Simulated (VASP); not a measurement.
## K2SiSb3: single point with PBE

Crystal: K2SiSb3.

```xyz
6
Lattice="3.2709 1.8884 4.8290 -3.2709 1.8884 4.8290 0.0000 -3.7769 4.8290" Properties=species:S:1:pos:R:3 pbc="T T T"
K     0.0000    0.0000   12.6964
K     0.0000    0.0000    1.7905
Si    0.0000    0.0000    7.2434
Sb    1.6354   -0.9442    4.8290
Sb    0.0000    1.8884    4.8290
Sb   -1.6354   -0.9442    4.8290
```

The cell was generated, and may not be a known phase.

* Program: VASP 6.6.1
* Task: single point
* Functional: PBE
* Potentials or basis: VASP PAW PBE potentials, release 64 (K_sv, Si, Sb)
* Cutoff: 520 eV
* k mesh: 9 × 9 × 9
* Occupations: gaussian, width 0.1 eV
* Spin: no spin polarisation

```json
{
  "Pressure": "0.0 GPa",
  "Band gap on the k mesh": "zero (an odd number of electrons rules out a gap without spin polarisation)"
}
```

Forces in eV/Å, atoms in the order of the input:
```
K    0.000  0.000  0.003
K    0.000  0.000 -0.003
Si   0.000  0.000  0.000
Sb   0.000  0.000  0.000
Sb   0.000  0.000  0.000
Sb   0.000  0.000  0.000
```

Stress tensor (GPa, compression positive):
```
-0.01  0.00  0.00
 0.00 -0.01  0.00
 0.00  0.00  0.08
```

Levels at points of the mesh, in eV from the Fermi level:
| k point | band 16 | band 17 | band 18 | band 19 | band 20 | band 21 |
| --- | --- | --- | --- | --- | --- | --- |
| (0.00, 0.00, 0.00) | -2.75 | -1.90 | -1.90 | 1.54 | 3.03 | 3.54 |

Run time: 3.6 min on 1 thread of AMD EPYC 9R45 96-Core Processor (Zen 5), on a shared host, peak memory 0.56 GiB.

Caveat: spin-orbit coupling is left out, which moves the levels of the heavy elements.
